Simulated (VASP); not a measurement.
A run of VASP 6.6.1:

File INCAR:

```
ALGO = Normal ; EDIFF = 1E-7
ENCUT = 520 ; GGA = CA
ISIF = 2 ; ISMEAR = 0
LASPH = True ; LCHARG = False
LREAL = False ; LWAVE = False
NBANDS = 21 ; NELM = 80
PREC = Accurate ; SIGMA = 0.15
```

The input KPOINTS:

```
k-points
0
Gamma
  16 16 16
```

File POSCAR:

```
Ge
1.0
    0.0000000000      2.9781000254      2.6377031925
    2.9781000254      0.0000000000      2.6377031925
    2.9781000254      2.9781000254      0.0000000000
Ge
2
Direct
    0.5000000000      0.5000000000      0.5000000000
    0.7500000000      0.7500000000      0.7500000000
```

Potentials or basis: VASP PAW LDA potentials, release 64 (Ge_d).

Launch:

```bash
$ cat potpaw_LDA.64/Ge_d/POTCAR > POTCAR
$ mpirun -np 1 vasp_std > vasp.out
```

Hardware: 1 thread of AMD EPYC 7R13 Processor (Zen 3), on a shared host.

Problem. How long does it take, and how much memory?

Solution. It took 2.5 min on 1 thread of AMD EPYC 7R13 Processor (Zen 3), with other jobs on the host, peak memory 0.33 GiB. Counts: scf iterations 11, k points 349.
